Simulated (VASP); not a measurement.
**Zr: single point with LDA**

The system is Zr.

```
Zr
1.0
    -1.84620    1.81000    1.81000
     1.81000   -1.84620    1.81000
     1.81000    1.81000   -1.84620
Zr
1
Direct
  0.00000 0.00000 0.00000
```

This cell differs from its parent crystal: equal xy, yz and zx shear strains of -2 %.

```
Program                : VASP 6.6.1
Task                   : single point
Functional             : LDA
Potentials or basis    : VASP PAW LDA potentials, release 64 (Zr_sv)
Cutoff                 : 520 eV
k mesh                 : 16 × 16 × 16
Occupations            : fermi-dirac, width 0.03 eV
Spin                   : no spin polarisation
Dipole correction      : no
Further INCAR settings : ALGO = Normal; EDIFF = 1e-06; NBANDS = 12
```

```
Pressure               : -9.4 GPa
Band gap on the k mesh : zero (bands 6 and 7 overlap by 1.71 eV)
```

Stress tensor (GPa, compression positive):
```
-9.43  0.37  0.37
 0.37 -9.43  0.37
 0.37  0.37 -9.43
```

Levels at points of the mesh, in eV from the Fermi level:
| k point | band 3 | band 4 | band 5 | band 6 | band 7 | band 8 | band 9 | band 10 |
| --- | --- | --- | --- | --- | --- | --- | --- | --- |
| (0.00, 0.00, 0.00) | -25.95 | -25.88 | -5.31 | 0.82 | 1.18 | 1.18 | 3.53 | 3.53 |
| (0.50, 0.00, 0.00) | -26.24 | -25.95 | -2.72 | -0.63 | 1.73 | 3.39 | 4.01 | 6.24 |
| (0.50, 0.50, 0.00) | -26.20 | -25.91 | -2.74 | -0.71 | 1.48 | 3.58 | 4.25 | 6.08 |
| (0.50, 0.50, 0.50) | -26.54 | -26.54 | -2.45 | -2.45 | 5.36 | 5.36 | 5.80 | 7.21 |

Wall time 110 s on 1 thread of Intel Xeon 8259CL (shared host), peak memory 0.22 GiB.

Caveat: the cell differs from its parent crystal (equal xy, yz and zx shear strains of -2 %); the cell stands under tension.
